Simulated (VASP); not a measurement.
Crystal: SiC.

```
Si C
1.0
     0.00000    2.17805    2.17805
     2.17805    0.00000    2.17805
     2.17805    2.17805    0.00000
Si C
1 1
Direct
  0.00000 0.00000 0.00000
  0.25000 0.25000 0.25000
```

Base run:

```yaml
Program: VASP 6.6.1
Functional: PBE
Potentials_or_basis: VASP PAW PBE potentials, release 64 (Si, C)
Cutoff: 520 eV
k_mesh: 10 × 10 × 10
Occupations: gaussian, width 0.01 eV
Spin: no spin polarisation
```

Its results: band gap on the k mesh 1.36 eV (least direct gap 4.54 eV); pressure 3.5 GPa.

**Question.** The run is repeated on the same cell with these changes: functional from PBE to HSE06; k mesh from 10 × 10 × 10 to 6 × 6 × 6. What comes out?

**Answer.** Band gap on the k mesh 2.23 eV (least direct gap 5.73 eV); pressure -1.5 GPa.

Several settings changed at once.

Caveats: the cell stands under pressure (at least some runs); the PAW data sets were made with another functional, which shifts forces and pressure a little (at least some runs).

A k mesh can miss the band edges.
